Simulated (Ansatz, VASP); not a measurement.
**MgAu in VASP and in Ansatz**

Contents of INCAR:

```
SYSTEM = MgAu
  ALGO = Normal
  EDIFF = 1E-6
  ENCUT = 520
  ISIF = 2
  ISMEAR = -1
  LASPH = .TRUE.
  LCHARG = .TRUE.
  LELF = .TRUE.
  LREAL = .FALSE.
  LVHAR = .TRUE.
  LWAVE = .FALSE.
  NBANDS = 14
  NELM = 100
  PREC = Accurate
  SIGMA = 0.15
```

KPOINTS

```
k-points
0
G
  14 14 14
  0 0 0
```

The input POSCAR:

```
MgAu
1.0
    3.1983332489      0.0000000000      0.0000000000
    0.0000000000      3.1983332489      0.0000000000
    0.0000000000      0.0000000000      3.1983332489
Mg Au
1 1
Direct
    0.5000000000      0.5000000000      0.5000000000
    0.0000000000      0.0000000000      0.0000000000
```

Input for Ansatz:

```yaml
crystal:
  lattice:
    - [3.1983332489, 0.0, 0.0]
    - [0.0, 3.1983332489, 0.0]
    - [0.0, 0.0, 3.1983332489]
  atoms:
    - { symbol: Mg, position: [0.5, 0.5, 0.5] }
    - { symbol: Au, position: [0.0, 0.0, 0.0] }
basis:
  ecutwfc: 420
kpoints:
  mp_grid: { grid: [14, 14, 14] }
hamiltonian:
  xc: lda
scf:
  occupations: { method: fermi_dirac, width: 0.15 }
output:
  forces: true
  stress: true
  eigenvalues: true
```

Alike in both runs: task single point; functional LDA; k mesh 14 × 14 × 14; occupations fermi-dirac, width 0.15 eV; no spin polarisation.

|  | VASP | Ansatz |
| --- | --- | --- |
| version | VASP 6.6.1 | Ansatz 0.2.0 |
| potentials or method | VASP PAW LDA potentials, release 64 (Mg, Au), cutoff 520 eV | scalar-relativistic, plane waves, PAW |
| valence electrons in the cell | 13 | 29 |

|  | VASP | Ansatz | Ansatz less VASP |
| --- | --- | --- | --- |
| gap on the k mesh at the Fermi level (eV) | none | none | - |
| pressure (GPa) | 1.8 | 2.2 | +0.37 |

LDA's correlation is that of Perdew and Zunger in VASP and of Perdew and Wang (1992) in Ansatz. A gap of «none» marks a metal or a gap that the smearing closes. VASP's potentials hold 13 valence electrons a cell and Ansatz's 29, so a difference there can come from the potentials and not from the codes.

Spin-orbit coupling is off throughout.
